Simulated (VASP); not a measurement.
# SnTe3 (Fm-3m) in VASP: notebook

SnTe3 is run at these levels: revPBE, LDA, BLYP, r2SCAN; tasks: single point.

Everything below comes from runs of VASP 6.6.1. Logs are shortened: lines on timing, memory, paths and dates and some standing lists are left out, and cuts for length are marked.

### Step 1. The cell of the first run

It takes space group Fm-3m (No. 225, cubic). Conventional cell: a = 7.722 Å, b = 7.722 Å, c = 7.722 Å, α = 90.00°, β = 90.00°, γ = 90.00°. Sn (site symmetry m-3m) has 14 Te at 3.34 to 3.86 Å within 4.4 Å. Te (site symmetry -43m) has 4 Sn at 3.34 Å and 10 Te at 3.34 to 3.86 Å within 4.4 Å. Within 4.4 Å of Te (site symmetry m-3m) lie 8 Te at 3.34 Å and 6 Sn at 3.86 Å.

### Step 2. Single point, revPBE

Input file INCAR:

```
SYSTEM = SnTe3
PREC     = Accurate       ! precision mode
ENCUT    = 520            ! plane-wave cutoff, eV
EDIFF    = 1E-6           ! SCF threshold, eV
ISMEAR   = -1             ! smearing method
SIGMA    = 0.05           ! smearing width, eV
LREAL    = .FALSE.        ! projectors in reciprocal space
LASPH    = .TRUE.         ! aspherical terms in the spheres
NELM     = 100            ! most SCF steps
ALGO     = Normal         ! electronic algorithm
ISIF     = 2              ! what is computed and relaxed
LWAVE    = .FALSE.        ! write WAVECAR
LCHARG   = .FALSE.        ! write CHGCAR
GGA      = RE             ! functional
NBANDS   = 24             ! bands
```

Input file KPOINTS:

```
regular mesh
0
G
  4 4 4
  0 0 0
```

Input file POSCAR:

```
SnTe3
1.0
    0.0000000000      3.8612190000      3.8612190000
    3.8612190000      0.0000000000      3.8612190000
    3.8612190000      3.8612190000      0.0000000000
Sn Te
1 3
Direct
    0.0000000000      0.0000000000      0.0000000000
    0.2500000000      0.2500000000      0.2500000000
    0.7500000000      0.7500000000      0.7500000000
    0.5000000000      0.5000000000      0.5000000000
```

Potentials or basis: VASP PAW PBE potentials, release 64 (Sn_d, Te).

Started as:

```console
cat potpaw_PBE.64/Sn_d/POTCAR potpaw_PBE.64/Te/POTCAR > POTCAR
mpirun -np 1 vasp_std > vasp.out
```

OUTCAR:

```text
SYSTEM = SnTe3
   PREC = Accurate
   ENCUT = 520
   EDIFF = 1E-6
   ISMEAR = -1
   LREAL = .FALSE.
   LASPH = .TRUE.
   NELM = 100
   ISIF = 2
   GGA = RE

 ion  position               nearest neighbor table
   1  0.000  0.000  0.000-   3 3.34   3 3.34   3 3.34   2 3.34   3 3.34   2 3.34   2 3.34   2 3.34

   2  0.250  0.250  0.250-   1 3.34   1 3.34   1 3.34   1 3.34   4 3.34   4 3.34   4 3.34   4 3.34

   3  0.750  0.750  0.750-   4 3.34   4 3.34   4 3.34   1 3.34   4 3.34   1 3.34   1 3.34   1 3.34

   4  0.500  0.500  0.500-   2 3.34   2 3.34   2 3.34   2 3.34   3 3.34   3 3.34   3 3.34   3 3.34

  LATTYP: Found a face centered cubic cell.
 ALAT       =     7.7224380000

  Lattice vectors:

 A1 = (   0.0000000000,   3.8612190000,   3.8612190000)
 A2 = (   3.8612190000,   0.0000000000,   3.8612190000)
 A3 = (   3.8612190000,   3.8612190000,   0.0000000000)

Analysis of symmetry for initial positions (statically):
=====================================================================
 Subroutine PRICEL returns:
 Original cell was already a primitive cell.

 Routine SETGRP: Setting up the symmetry group for a
 face centered cubic supercell.

 Subroutine GETGRP returns: Found 48 space group operations
 (whereof 48 operations were pure point group operations)
 out of a pool of 48 trial point group operations.

The static configuration has the point symmetry O_h .

Analysis of symmetry for dynamics (positions and initial velocities):
=====================================================================
 Subroutine PRICEL returns:
 Original cell was already a primitive cell.

 Routine SETGRP: Setting up the symmetry group for a
 face centered cubic supercell.

 Subroutine GETGRP returns: Found 48 space group operations
 (whereof 48 operations were pure point group operations)
 out of a pool of 48 trial point group operations.

The dynamic configuration has the point symmetry O_h .

 Subroutine INISYM returns: Found 48 space group operations
 (whereof 48 operations are pure point group operations),
 and found     1 'primitive' translations

----------------------------------------------------------------------------------------

                                     Primitive cell

  volume of cell :     115.1339

  direct lattice vectors                    reciprocal lattice vectors
     0.000000000  3.861219000  3.861219000    -0.129492785  0.129492785  0.129492785
     3.861219000  0.000000000  3.861219000     0.129492785 -0.129492785  0.129492785
     3.861219000  3.861219000  0.000000000     0.129492785  0.129492785 -0.129492785

  length of vectors
     5.460588277  5.460588277  5.460588277     0.224288082  0.224288082  0.224288082

  position of ions in fractional coordinates (direct lattice)
     0.000000000  0.000000000  0.000000000
     0.250000000  0.250000000  0.250000000
     0.750000000  0.750000000  0.750000000
     0.500000000  0.500000000  0.500000000

  ion indices of the primitive-cell ions
   primitive index   ion index
                 1           1
                 2           2
                 3           3
                 4           4

----------------------------------------------------------------------------------------

 KPOINTS: regular mesh

Automatic generation of k-mesh.
 Grid dimensions read from file:
 generate k-points for:    4    4    4

 Generating k-lattice:

  Cartesian coordinates                     Fractional coordinates (reciprocal lattice)
    -0.032373196  0.032373196  0.032373196     0.250000000  0.000000000  0.000000000
     0.032373196 -0.032373196  0.032373196     0.000000000  0.250000000  0.000000000
     0.032373196  0.032373196 -0.032373196     0.000000000  0.000000000  0.250000000

  Length of vectors
     0.056072021  0.056072021  0.056072021

  Shift w.r.t. Gamma in fractional coordinates (k-lattice)
     0.000000000  0.000000000  0.000000000

 Subroutine IBZKPT returns following result:
 ===========================================

 Found      8 irreducible k-points:

 Following reciprocal coordinates:
            Coordinates               Weight
  0.000000  0.000000  0.000000      1.000000
  0.250000  0.000000  0.000000      8.000000
  0.500000  0.000000  0.000000      4.000000
  0.250000  0.250000  0.000000      6.000000
  0.500000  0.250000  0.000000     24.000000
 -0.250000  0.250000  0.000000     12.000000
  0.500000  0.500000  0.000000      3.000000
 -0.250000  0.500000  0.250000      6.000000
   k-points           NKPTS =      8   k-points in BZ     NKDIM =      8   number of bands    NBANDS=     24
   number of dos      NEDOS =    301   number of ions     NIONS =      4
   total plane-waves  NPLWV =  74088
   dimension x,y,z NGX =    42 NGY =   42 NGZ =   42
   dimension x,y,z NGXF=    84 NGYF=   84 NGZF=   84
   ions per type =               1   3
   NGX,Y,Z   is equivalent  to a cutoff of  12.79, 12.79, 12.79 a.u.
   NGXF,Y,Z  is equivalent  to a cutoff of  25.57, 25.57, 25.57 a.u.
 SYSTEM =  SnTe3
   PREC   = accura    normal or accurate (medium, high low for compatibility)
   ISTART =      0    job   : 0-new  1-cont  2-samecut
   ICHARG =      2    charge: 1-file 2-atom 10-const
   ISPIN  =      1    spin polarized calculation?
   LNONCOLLINEAR =      F non collinear calculations
   LSORBIT =      F    spin-orbit coupling
   LASPH  =      T    aspherical Exc in radial PAW
   ENCUT  =  520.0 eV  38.22 Ry    6.18 a.u.  10.15 10.15 10.15*2*pi/ulx,y,z
   NELM   =    100;   NELMIN=  2; NELMDL= -5     # of ELM steps
   EDIFF  = 0.1E-05   stopping-criterion for ELM
   LREAL  =      F    real-space projection
   EDIFFG = 0.1E-04   stopping-criterion for IOM
   NSW    =      0    number of steps for IOM
   IBRION =     -1    ionic relax: 0-MD 1-quasi-New 2-CG
   NFREE  =      0    steps in history (QN), initial steepest desc. (CG)
   ISIF   =      2    stress and relaxation
   ISYM   =      2    0-nonsym 1-usesym 2-fastsym
   POTIM  = 0.5000    time-step for ionic-motion
   TEBEG  =    0.0;   TEEND  =   0.0 temperature during run
   PSTRESS=    0.0 pullay stress
   NELECT =      32.0000    total number of electrons
   NUPDOWN=      -1.0000    fix difference up-down
   EMIN   =  10.00;   EMAX   =-10.00  energy-range for DOS
   EFERMI =   0.00;   METHOD = LEGACY
   ISMEAR =    -1;   SIGMA  =   0.05  broadening in eV -4-tet -1-fermi 0-gaus
   EFERMI_NEDOS =   21; number of points for ismear=-14 and -15
   IALGO  =     38    algorithm
   IMIX   =      4    mixing-type and parameters
     AMIX     =   0.40;   BMIX     =  1.00
     AMIX_MAG =   1.60;   BMIX_MAG =  1.00
  volume/ion in A,a.u.               =      28.78       194.24
  Fermi-wavevector in a.u.,A,eV,Ry     =   1.068375  2.018936 15.530032  1.141425
  Thomas-Fermi vector in A             =   2.204021
   LORBIT       =      0    0 simple, 1 ext, 2 COOP (PROOUT), +10 PAW based schemes
   GGA     = RE    functional components
   LHFCALC =     F    Hartree Fock is set to
   AEXX    =    0.0000 exact exchange contribution
   IVDW    =     0    specifies the selected vdW correction
   LEPSILON=     F    determine dielectric tensor
   LRPA    =     F    only Hartree local field effects (RPA)
 non-spin polarized calculation
  energy-cutoff  :      520.00
  volume of cell :      115.13
 maximum number of plane-waves:      3138
 NGX is ok and might be reduce to    42
   NGX = 21   NGY = 21   NGZ = 21

 number of electron      31.9999997 magnetization

 Free energy of the ion-electron system (eV)
  ---------------------------------------------------
  ext. energy  EPLUGINS =         0.00000000
  ---------------------------------------------------
  free energy    TOTEN  =       -11.30303581 eV

  energy without entropy =      -11.25940397  energy(sigma->0) =      -11.28121989

 E-fermi :   7.8389     XC(G=0):  -9.9883

 val. band max:        7.8374882385   @ k =   0.5000   0.5000   0.0000
 cond. band min:       7.8913351617   @ k =   0.5000   0.2500   0.0000
 fundamental gap:      0.0538469232
 Fermi energy:         7.8389183976

 k-point     1 :       0.0000    0.0000    0.0000
  band No.  band energies     occupation
      1     -13.8949      2.00000
      2     -13.8949      2.00000
      3     -13.8949      2.00000
      4     -13.8919      2.00000
      5     -13.8919      2.00000
      6      -5.6661      2.00000
[... 16 lines left out ...]
     23      11.8938      0.00000
     24      17.9384      0.00000

 k-point     2 :       0.2500    0.0000    0.0000
  band No.  band energies     occupation
      1     -13.8954      2.00000
      2     -13.8945      2.00000
      3     -13.8945      2.00000
      4     -13.8918      2.00000
      5     -13.8918      2.00000
      6      -5.2825      2.00000
[... 16 lines left out ...]
     23      12.3925      0.00000
     24      16.6681      0.00000

 k-point     3 :       0.5000    0.0000    0.0000
  band No.  band energies     occupation
      1     -13.8959      2.00000
      2     -13.8942      2.00000
      3     -13.8942      2.00000
      4     -13.8918      2.00000
      5     -13.8918      2.00000
      6      -4.5155      2.00000
[... 16 lines left out ...]
     23      15.4666      0.00000
     24      15.4758      0.00000

 k-point     4 :       0.2500    0.2500    0.0000
  band No.  band energies     occupation
      1     -13.8960      2.00000
      2     -13.8941      2.00000
      3     -13.8941      2.00000
      4     -13.8922      2.00000
      5     -13.8916      2.00000
      6      -5.1525      2.00000
[... 16 lines left out ...]
     23      13.9514      0.00000
     24      15.9296      0.00000

 k-point     5 :       0.5000    0.2500    0.0000
  band No.  band energies     occupation
      1     -13.8960      2.00000
      2     -13.8942      2.00000
      3     -13.8937      2.00000
      4     -13.8923      2.00000
      5     -13.8916      2.00000
      6      -4.3778      2.00000
[... 16 lines left out ...]
     23      14.3674      0.00000
     24      15.1904      0.00000

 k-point     6 :      -0.2500    0.2500    0.0000
  band No.  band energies     occupation
      1     -13.8953      2.00000
      2     -13.8948      2.00000
      3     -13.8941      2.00000
      4     -13.8919      2.00000
      5     -13.8919      2.00000
      6      -4.6923      2.00000
[... 16 lines left out ...]
     23      14.9527      0.00000
     24      15.1360      0.00000

 k-point     7 :       0.5000    0.5000    0.0000
  band No.  band energies     occupation
      1     -13.8971      2.00000
      2     -13.8933      2.00000
      3     -13.8933      2.00000
      4     -13.8927      2.00000
      5     -13.8914      2.00000
      6      -3.8009      2.00000
[... 16 lines left out ...]
     23      13.2941      0.00000
     24      13.3941      0.00000

 k-point     8 :      -0.2500    0.5000    0.2500
  band No.  band energies     occupation
      1     -13.8952      2.00000
      2     -13.8952      2.00000
      3     -13.8933      2.00000
      4     -13.8924      2.00000
      5     -13.8917      2.00000
      6      -3.7684      2.00000
[... 16 lines left out ...]
     23      14.5328      0.00000
     24      14.8542      0.00000

------------------------ aborting loop because EDIFF is reached ----------------------------------------

  FORCE on cell =-STRESS in cart. coord.  units (eV):
  Direction    XX          YY          ZZ          XY          YZ          ZX
  --------------------------------------------------------------------------------------
  -------------------------------------------------------------------------------------
  Total        0.9290873      0.9290873      0.9290873     -0.0000000      0.0000000      0.0000000
  in kB       12.9289666     12.9289666     12.9289666     -0.0000000      0.0000000      0.0000000
  external PRESSURE =      12.9289666 kB  Pullay stress =       0.0000000 kB

 VOLUME and BASIS-vectors are now :
 -----------------------------------------------------------------------------
  energy-cutoff  :      520.00
  volume of cell :      115.13
      direct lattice vectors                 reciprocal lattice vectors
     0.000000000  3.861219000  3.861219000    -0.129492785  0.129492785  0.129492785
     3.861219000  0.000000000  3.861219000     0.129492785 -0.129492785  0.129492785
     3.861219000  3.861219000  0.000000000     0.129492785  0.129492785 -0.129492785

 POSITION                                       TOTAL-FORCE (eV/Angst)
 -----------------------------------------------------------------------------------
      0.00000      0.00000      0.00000        -0.000000      0.000000     -0.000000
      1.93061      1.93061      1.93061        -0.000000     -0.000000     -0.000000
      5.79183      5.79183      5.79183         0.000000      0.000000      0.000000
      3.86122      3.86122      3.86122        -0.000000      0.000000     -0.000000
 -----------------------------------------------------------------------------------
    total drift:                               -0.000000      0.000000      0.000000

  FREE ENERGIE OF THE ION-ELECTRON SYSTEM (eV)
  ---------------------------------------------------
  free  energy   TOTEN  =       -11.3030358075 eV

  energy  without entropy=      -11.2594039675  energy(sigma->0) =      -11.28121989
```

It took 23 s on 1 thread of Intel Xeon Platinum 8559C (Emerald Rapids), shared host; peak memory 0.25 GiB.

Results:

| Item | Value |
| --- | --- |
| Free energy | -11.3030 eV |
| Pressure | 1.3 GPa |
| Band gap on the k mesh | zero (band 16 reaches 8.17 eV, above the bottom of band 17 at 5.96 eV) |

Levels at points of the mesh, in eV from the Fermi level:
| k point | band 14 | band 15 | band 16 | band 17 | band 18 | band 19 |
| --- | --- | --- | --- | --- | --- | --- |
| (0.00, 0.00, 0.00) | -3.34 | -3.34 | -1.87 | -1.87 | -1.87 | 3.03 |
| (0.50, 0.00, 0.00) | -2.07 | -1.97 | 0.33 | 0.33 | 1.23 | 1.77 |
| (0.50, 0.50, 0.00) | -0.63 | -0.63 | 0.00 | 0.12 | 0.12 | 2.08 |

Caveat: the PAW data sets were made with another functional, which shifts forces and pressure a little; spin-orbit coupling is left out, which moves the levels of the heavy elements.

[end of part 1 of 2]
